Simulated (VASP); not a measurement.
# FeSe2 (Pnnm) in VASP: further runs

FeSe2 is run at these levels: LDA+U; tasks: single point.

All numbers are computed with VASP 6.6.1; they aren't measurements. Logs are shortened: lines on timing, memory, paths and dates and some standing lists are left out, and cuts for length are marked.

**1. The cell of the first run**

It takes space group Pnnm (No. 58, orthorhombic). Conventional cell: a = 4.788 Å, b = 5.778 Å, c = 3.582 Å, α = 90.00°, β = 90.00°, γ = 90.00°. Fe (site symmetry 2/m) has 6 Se at 2.37 to 2.38 Å within 3.1 Å. Se (site symmetry m) has 3 Fe at 2.37 to 2.38 Å and 1 Se at 2.55 Å within 3.1 Å.

**2. Single point, LDA+U, collinear spin, ferromagnetic start**

INCAR

```
PREC     = Accurate       # precision mode
ENCUT    = 520            # plane-wave cutoff, eV
EDIFF    = 1E-6           # SCF threshold, eV
ISMEAR   = 0              # smearing method
SIGMA    = 0.05           # smearing width, eV
LREAL    = F              # projectors in reciprocal space
LASPH    = T              # aspherical terms in the spheres
NELM     = 150            # most SCF steps
ALGO     = Normal         # electronic algorithm
ISIF     = 2              # what is computed and relaxed
LWAVE    = F              # write WAVECAR
LCHARG   = T              # write CHGCAR
ISPIN    = 2              # spin polarisation
MAGMOM   = 4 4 0 0 0 0    # initial moments
LORBIT   = 11             # projections on sites
LMAXMIX  = 4              # l up to which the mixer works
LDAU     = T              # DFT+U
LDAUTYPE = 2            
LDAUL    = 2 -1           # shell
LDAUU    = 1 0            # U, eV
LDAUJ    = 0 0          
LDAUPRINT= 1            
LELF     = T              # ELF
LVHAR    = T            
NBANDS   = 33             # bands
```

KPOINTS

```
regular mesh
0
Gamma
  4 4 5
```

POSCAR

```
FeSe2
1.0
    4.7884999200      0.0000000000      0.0000000000
    0.0000000000      5.7781999000      0.0000000000
    0.0000000000      0.0000000000      3.5820999400
Fe Se
2 4
Direct
    0.0000000000      0.0000000000      0.0000000000
    0.5000000000      0.5000000000      0.5000000000
    0.2148000000      0.3692000000      0.0000000000
    0.7852000000      0.6308000000      0.0000000000
    0.7148000000      0.1308000000      0.5000000000
    0.2852000000      0.8692000000      0.5000000000
```

Potentials or basis: VASP PAW LDA potentials, release 64 (Fe, Se).

Run with:

```console
$ cat potpaw_LDA.64/Fe/POTCAR potpaw_LDA.64/Se/POTCAR > POTCAR
$ mpirun -np 1 vasp_std > vasp.out
```

OUTCAR:

```text
PREC = Accurate
   ENCUT = 520
   EDIFF = 1E-6
   ISMEAR = 0
   LREAL = F
   LASPH = T
   NELM = 150
   ISIF = 2
   ISPIN = 2
   LORBIT = 11

 ion  position               nearest neighbor table
   1  0.000  0.000  0.000-   3 2.37   4 2.37   5 2.38   6 2.38   5 2.38   6 2.38
   2  0.500  0.500  0.500-   5 2.37   6 2.37   3 2.38   4 2.38   3 2.38   4 2.38
   3  0.215  0.369  0.000-   1 2.37   2 2.38   2 2.38   4 2.55
   4  0.785  0.631  0.000-   1 2.37   2 2.38   2 2.38   3 2.55
   5  0.715  0.131  0.500-   2 2.37   1 2.38   1 2.38   6 2.55
   6  0.285  0.869  0.500-   2 2.37   1 2.38   1 2.38   5 2.55

  LATTYP: Found a simple orthorhombic cell.
 ALAT       =     3.5820999400
 B/A-ratio  =     1.3367856844
 C/A-ratio  =     1.6130761276

  Lattice vectors:

 A1 = (   0.0000000000,   0.0000000000,   3.5820999400)
 A2 = (   4.7884999200,   0.0000000000,   0.0000000000)
 A3 = (   0.0000000000,   5.7781999000,   0.0000000000)

Analysis of symmetry for initial positions (statically):
=====================================================================
 Subroutine PRICEL returns:
 Original cell was already a primitive cell.

 Routine SETGRP: Setting up the symmetry group for a
 simple orthorhombic supercell.

 Subroutine GETGRP returns: Found  8 space group operations
 (whereof  4 operations were pure point group operations)
 out of a pool of  8 trial point group operations.

The static configuration has the point symmetry C_2h.
 The point group associated with its full space group is D_2h.

Analysis of symmetry for dynamics (positions and initial velocities):
=====================================================================
 Subroutine PRICEL returns:
 Original cell was already a primitive cell.

 Routine SETGRP: Setting up the symmetry group for a
 simple orthorhombic supercell.

 Subroutine GETGRP returns: Found  8 space group operations
 (whereof  4 operations were pure point group operations)
 out of a pool of  8 trial point group operations.

The dynamic configuration has the point symmetry C_2h.
 The point group associated with its full space group is D_2h.

Analysis of structural, dynamic, and magnetic symmetry:
[... 226 lines left out ...]
  o =  0.7605  v =  0.0000  0.8928  0.0000 -0.4505 -0.0000  0.0000  0.0000  0.0000  0.0000  0.0000      0.0000  0.0000  0.0000  0.0000  0.0000  0.0000  0.0000  0.0000  0.0000  0.0000
  o =  0.7606  v =  0.0000  0.0000  0.0000  0.0000  0.0000 -0.0000  0.8928 -0.0000 -0.4505  0.0000      0.0000  0.0000  0.0000  0.0000  0.0000  0.0000  0.0000  0.0000  0.0000  0.0000
  o =  0.8508  v =  0.4330  0.0000 -0.8825 -0.0000  0.1836  0.0000  0.0000  0.0000  0.0000  0.0000      0.0000  0.0000  0.0000  0.0000  0.0000  0.0000  0.0000  0.0000  0.0000  0.0000
  o =  0.8510  v =  0.0000  0.0000  0.0000  0.0000  0.0000  0.4330  0.0000 -0.8825  0.0000  0.1838      0.0000  0.0000  0.0000  0.0000  0.0000  0.0000  0.0000  0.0000  0.0000  0.0000

 number of electron      40.0000002 magnetization      -0.0009861

 Free energy of the ion-electron system (eV)
  ---------------------------------------------------
  ext. energy  EPLUGINS =         0.00000000
  ---------------------------------------------------
  free energy    TOTEN  =       -36.18393358 eV

  energy without entropy =      -36.18393358  energy(sigma->0) =      -36.18393358

 E-fermi :   6.2029     XC(G=0): -11.4235

 val. band max:        5.9709984768   @ k =   0.2500   0.0000   0.0000
 cond. band min:       6.5303807513   @ k =   0.0000   0.5000   0.4000
 fundamental gap:      0.5593822745
 Fermi energy:         6.2029225273

 spin component 1

 k-point     1 :       0.0000    0.0000    0.0000
  band No.  band energies     occupation
      1     -10.0066      1.00000
      2      -7.7848      1.00000
      3      -6.7320      1.00000
      4      -6.1627      1.00000
      5      -0.9484      1.00000
      6       0.3162      1.00000
[... 1673 lines left out ...]
     31      14.2531      0.00000
     32      14.2531      0.00000

 [... further k-points ...]

 [bands above 32 left out]

------------------------ aborting loop because EDIFF is reached ----------------------------------------

  FORCE on cell =-STRESS in cart. coord.  units (eV):
  Direction    XX          YY          ZZ          XY          YZ          ZX
  --------------------------------------------------------------------------------------
  -------------------------------------------------------------------------------------
  Total       -4.7810277     -5.3939793     -4.7200777     -0.0000000      0.0000000      0.0000000
  in kB      -77.2862259    -87.1947058    -76.3009563     -0.0000000      0.0000000      0.0000000
  external PRESSURE =     -80.2606293 kB  Pullay stress =       0.0000000 kB

 VOLUME and BASIS-vectors are now :
 -----------------------------------------------------------------------------
  energy-cutoff  :      520.00
  volume of cell :       99.11
      direct lattice vectors                 reciprocal lattice vectors
     4.788499920  0.000000000  0.000000000     0.208833667  0.000000000  0.000000000
     0.000000000  5.778199900  0.000000000     0.000000000  0.173064279  0.000000000
     0.000000000  0.000000000  3.582099940     0.000000000  0.000000000  0.279165857

 POSITION                                       TOTAL-FORCE (eV/Angst)
 -----------------------------------------------------------------------------------
      0.00000      0.00000      0.00000         0.000000      0.000000      0.000000
      2.39425      2.88910      1.79105         0.000000      0.000000      0.000000
      1.02857      2.13331      0.00000         0.200000     -0.093766      0.000000
      3.75993      3.64489      0.00000        -0.200000      0.093766     -0.000000
      3.42282      0.75579      1.79105         0.200000      0.093766      0.000000
      1.36568      5.02241      1.79105        -0.200000     -0.093766      0.000000
 -----------------------------------------------------------------------------------
    total drift:                               -0.000000      0.000000      0.000000

  FREE ENERGIE OF THE ION-ELECTRON SYSTEM (eV)
  ---------------------------------------------------
  free  energy   TOTEN  =       -36.1839335788 eV

  energy  without entropy=      -36.1839335788  energy(sigma->0) =      -36.18393358

 total charge

# of ion       s       p       d       tot
------------------------------------------
    1        0.405   0.550   6.518   7.474
    2        0.405   0.550   6.518   7.474
    3        1.468   2.272   0.087   3.827
    4        1.468   2.272   0.087   3.827
    5        1.468   2.272   0.087   3.827
    6        1.468   2.272   0.087   3.827
--------------------------------------------------
tot          6.683  10.188  13.386  30.257

 magnetization (x)

# of ion       s       p       d       tot
------------------------------------------
    1       -0.000   0.000  -0.000  -0.000
    2       -0.000   0.000  -0.000  -0.000
    3        0.000   0.000   0.000   0.000
    4        0.000   0.000   0.000   0.000
    5        0.000   0.000   0.000   0.000
    6        0.000   0.000   0.000   0.000
--------------------------------------------------
tot          0.000   0.000  -0.000  -0.000
```

OSZICAR:

```text
N       E                     dE             d eps       ncg     rms          rms(c)
DAV:   1     0.312846784695E+03    0.31285E+03   -0.16582E+04  3572   0.122E+03
DAV:   2    -0.268862986742E+01   -0.31554E+03   -0.29569E+03  3591   0.291E+02
DAV:   3    -0.356481255221E+02   -0.32959E+02   -0.30641E+02  4508   0.104E+02
DAV:   4    -0.370328565163E+02   -0.13847E+01   -0.13686E+01  4400   0.216E+01
DAV:   5    -0.370688481068E+02   -0.35992E-01   -0.35953E-01  4511   0.347E+00    0.238E+01
DAV:   6    -0.512395251358E+02   -0.14171E+02   -0.46041E+01  4783   0.116E+02    0.473E+01
DAV:   7    -0.351747768372E+02    0.16065E+02   -0.28235E+01  4364   0.987E+01    0.106E+01
DAV:   8    -0.356637439084E+02   -0.48897E+00   -0.44508E+00  5122   0.137E+01    0.706E+00
DAV:   9    -0.360761940291E+02   -0.41245E+00   -0.50927E-01  5510   0.700E+00    0.401E+00
DAV:  10    -0.361724456849E+02   -0.96252E-01   -0.23279E-01  5661   0.523E+00    0.156E+00
DAV:  11    -0.361811941920E+02   -0.87485E-02   -0.46395E-02  5319   0.217E+00    0.851E-01
DAV:  12    -0.361824500902E+02   -0.12559E-02   -0.77247E-03  5154   0.102E+00    0.503E-01
DAV:  13    -0.361838217736E+02   -0.13717E-02   -0.12542E-03  5234   0.439E-01    0.136E-01
DAV:  14    -0.361839144688E+02   -0.92695E-04   -0.28602E-04  5368   0.172E-01    0.724E-02
DAV:  15    -0.361839295042E+02   -0.15035E-04   -0.49133E-05  4794   0.466E-02    0.429E-02
DAV:  16    -0.361839309153E+02   -0.14112E-05   -0.12080E-05  4930   0.400E-02    0.221E-02
DAV:  17    -0.361839332324E+02   -0.23171E-05   -0.28969E-06  2713   0.192E-02    0.836E-03
DAV:  18    -0.361839335788E+02   -0.34636E-06   -0.73369E-07  2188   0.593E-03
   1 F= -.36183934E+02 E0= -.36183934E+02  d E =-.315480E-12  mag=    -0.0002
```

stdout:

```text
POSCAR found type information on POSCAR FeSe
 POSCAR found :  2 types and       6 ions
 scaLAPACK will be used
 LDA part: xc-table for (Slater(with rela. corr.)+CA(PZ))
 , standard interpolation
 POSCAR, INCAR and KPOINTS ok, starting setup
 FFT: planning ... GRIDC
 FFT: planning ... GRID_SOFT
 FFT: planning ... GRID
 WAVECAR not read
 entering main loop
```

Run time: 89 s. Hardware: 1 thread of Intel Xeon 6975P-C (Granite Rapids), shared host; peak memory 0.26 GiB.

Results:

- Free energy: -36.1839 eV
- Pressure: -8.0 GPa
- Largest force: 0.221 eV/Å
- Band gap on the k mesh: 0.56 eV, indirect (least direct gap 0.97 eV)
- Net moment: 0.00 μB per cell
- Valence electrons inside the program's atomic spheres: Fe 7.47; Se 3.83

Forces on the atoms (eV/Å):
```
Fe   0.000  0.000  0.000
Fe   0.000  0.000  0.000
Se   0.200 -0.094  0.000
Se  -0.200  0.094  0.000
Se   0.200  0.094  0.000
Se  -0.200 -0.094  0.000
```

Stress tensor (GPa, compression positive):
```
-7.73  0.00  0.00
 0.00 -8.72  0.00
 0.00  0.00 -7.63
```

Eigenvalues of the final occupation matrices:
```
    site  spin  trace               eigenvalues
site 1 d     1   3.28  0.43 0.49 0.75 0.76 0.85
site 1 d     2   3.28  0.43 0.49 0.75 0.76 0.85
site 2 d     1   3.28  0.43 0.49 0.75 0.76 0.85
site 2 d     2   3.28  0.43 0.49 0.75 0.76 0.85
```

Caveat: the starting moments collapsed, and a magnetic state may lie lower. A k mesh can miss the band edges.

**3. Single point, LDA+U, collinear spin, zero start**

INCAR

```
SYSTEM = FeSe2
PREC     = Accurate       ! precision mode
ENCUT    = 520            ! plane-wave cutoff, eV
EDIFF    = 1E-6           ! SCF threshold, eV
ISMEAR   = 0              ! smearing method
SIGMA    = 0.05           ! smearing width, eV
LREAL    = .FALSE.        ! projectors in reciprocal space
LASPH    = .TRUE.         ! aspherical terms in the spheres
NELM     = 150            ! most SCF steps
ALGO     = Normal         ! electronic algorithm
ISIF     = 2              ! what is computed and relaxed
LWAVE    = .FALSE.        ! write WAVECAR
LCHARG   = .FALSE.        ! write CHGCAR
ISPIN    = 2              ! spin polarisation
MAGMOM   = 0 0 0 0 0 0    ! initial moments
LORBIT   = 11             ! projections on sites
LMAXMIX  = 4              ! l up to which the mixer works
LDAU     = .TRUE.         ! DFT+U
LDAUTYPE = 2            
LDAUL    = 2 -1           ! shell
LDAUU    = 1 0            ! U, eV
LDAUJ    = 0 0          
LDAUPRINT= 1            
NBANDS   = 33             ! bands
```

KPOINTS

```
Automatic mesh
0
G
  4 4 5
  0 0 0
```

POSCAR is that of step 2.

Potentials or basis: VASP PAW LDA potentials, release 64 (Fe, Se).

Run with:

```console
$ cat potpaw_LDA.64/Fe/POTCAR potpaw_LDA.64/Se/POTCAR > POTCAR
$ mpirun -np 1 vasp_std > vasp.out
```

OUTCAR:

```text
SYSTEM = FeSe2
   PREC = Accurate
   ENCUT = 520
   EDIFF = 1E-6
   ISMEAR = 0
   LREAL = .FALSE.
   LASPH = .TRUE.
   NELM = 150
   ISIF = 2
   ISPIN = 2
   LORBIT = 11

 ion  position               nearest neighbor table
   1  0.000  0.000  0.000-   3 2.37   4 2.37   5 2.38   6 2.38   5 2.38   6 2.38
   2  0.500  0.500  0.500-   5 2.37   6 2.37   3 2.38   4 2.38   3 2.38   4 2.38
   3  0.215  0.369  0.000-   1 2.37   2 2.38   2 2.38   4 2.55
   4  0.785  0.631  0.000-   1 2.37   2 2.38   2 2.38   3 2.55
   5  0.715  0.131  0.500-   2 2.37   1 2.38   1 2.38   6 2.55
   6  0.285  0.869  0.500-   2 2.37   1 2.38   1 2.38   5 2.55

[... 2001 lines left out ...]
      0.00000      0.00000      0.00000         0.000000      0.000000      0.000000
      2.39425      2.88910      1.79105         0.000000      0.000000      0.000000
      1.02857      2.13331      0.00000         0.199890     -0.093588      0.000000
      3.75993      3.64489      0.00000        -0.199890      0.093588     -0.000000
      3.42282      0.75579      1.79105         0.199890      0.093588      0.000000
      1.36568      5.02241      1.79105        -0.199890     -0.093588     -0.000000
 -----------------------------------------------------------------------------------
    total drift:                               -0.000000      0.000000      0.000000

  FREE ENERGIE OF THE ION-ELECTRON SYSTEM (eV)
  ---------------------------------------------------
  free  energy   TOTEN  =       -36.1839335466 eV

  energy  without entropy=      -36.1839335466  energy(sigma->0) =      -36.18393355

 total charge

# of ion       s       p       d       tot
------------------------------------------
    1        0.405   0.550   6.518   7.474
    2        0.405   0.550   6.518   7.474
    3        1.468   2.272   0.087   3.827
    4        1.468   2.272   0.087   3.827
    5        1.468   2.272   0.087   3.827
    6        1.468   2.272   0.087   3.827
--------------------------------------------------
tot          6.683  10.188  13.387  30.258

 magnetization (x)

# of ion       s       p       d       tot
------------------------------------------
    1        0.000   0.000  -0.000  -0.000
    2        0.000   0.000  -0.000  -0.000
    3       -0.000  -0.000   0.000  -0.000
    4       -0.000  -0.000   0.000  -0.000
    5       -0.000  -0.000   0.000  -0.000
    6       -0.000  -0.000   0.000  -0.000
--------------------------------------------------
tot         -0.000  -0.000  -0.000  -0.000
```

stdout:

```text
POSCAR found type information on POSCAR FeSe
 POSCAR found :  2 types and       6 ions
 scaLAPACK will be used
 LDA part: xc-table for (Slater(with rela. corr.)+CA(PZ))
 , standard interpolation
 POSCAR, INCAR and KPOINTS ok, starting setup
 FFT: planning ... GRIDC
 FFT: planning ... GRID_SOFT
 FFT: planning ... GRID
 WAVECAR not read
 entering main loop
```

It took 64 s on 1 thread of Intel Xeon 6975P-C (Granite Rapids), shared host; peak memory 0.26 GiB.

Results:

```
Free energy                                           : -36.1839 eV
Pressure                                              : -8.0 GPa
Largest force                                         : 0.221 eV/Å
Band gap on the k mesh                                : 0.56 eV, indirect (least direct gap 0.97 eV)
Net moment                                            : 0.00 μB per cell
Valence electrons inside the program's atomic spheres : Fe 7.47; Se 3.83
```

Forces on the atoms (eV/Å):
```
Fe   0.000  0.000  0.000
Fe   0.000  0.000  0.000
Se   0.200 -0.094  0.000
Se  -0.200  0.094  0.000
Se   0.200  0.094  0.000
Se  -0.200 -0.094  0.000
```

Eigenvalues of the final occupation matrices:
```
    site  spin  trace               eigenvalues
site 1 d     1   3.28  0.43 0.49 0.75 0.76 0.85
site 1 d     2   3.28  0.43 0.49 0.75 0.76 0.85
site 2 d     1   3.28  0.43 0.49 0.75 0.76 0.85
site 2 d     2   3.28  0.43 0.49 0.75 0.76 0.85
```
